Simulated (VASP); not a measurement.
Here is a VASP 6.6.1 calculation.

The input POSCAR:

```
NaCl
1.0
    0.0000000000      2.7892737500      2.8317500000
    2.8317500000      0.0000000000      2.8317500000
    2.8317500000      2.7892737500      0.0000000000
Na Cl
1 1
Direct
    0.0000000000      0.0000000000      0.0000000000
    0.5000000000      0.5000000000      0.5000000000
```

INCAR.step1

```
PREC = Accurate
ENCUT = 520
ISMEAR = 0
SIGMA = 0.05
LREAL = F
LASPH = T
NELM = 80
NBANDS = 14
GGA = PE
ALGO = Normal
EDIFF = 1E-4
LWAVE = T
LCHARG = F
```

INCAR.step2

```
PREC = Accurate
ENCUT = 520
EDIFF = 1E-6
ISMEAR = 0
SIGMA = 0.05
LREAL = F
LASPH = T
NELM = 80
ALGO = Normal
ISIF = 2
LWAVE = F
LCHARG = T
METAGGA = R2SCAN
LMIXTAU = T
LELF = T
LVHAR = T
NBANDS = 14
ISTART = 1
```

KPOINTS

```
regular mesh
0
Gamma
  8 8 8
```

Potentials or basis: VASP PAW PBE potentials, release 64 (Na_pv, Cl).

The run is started by

```bash
$ cat potpaw_PBE.64/Na_pv/POTCAR potpaw_PBE.64/Cl/POTCAR > POTCAR
$ cp INCAR.step1 INCAR
$ mpirun -np 1 vasp_std > vasp.out
$ cp INCAR.step2 INCAR
$ mpirun -np 1 vasp_std > vasp.out
```

Problem. Predict the pressure.

Solution. -0.6 GPa.

Problem. Predict the band gap on the k mesh.

Solution. 5.93 eV.

Stress tensor (GPa, compression positive):
```
-0.82  0.00  0.00
 0.00 -0.12  0.00
 0.00  0.00 -0.82
```

Caveat: the cell differs from its parent crystal (strain -0.0150 x Voigt [0, 1, 0, 0, 0, 0]); the PAW data sets were made with another functional, which shifts forces and pressure a little. A k mesh can miss the band edges.
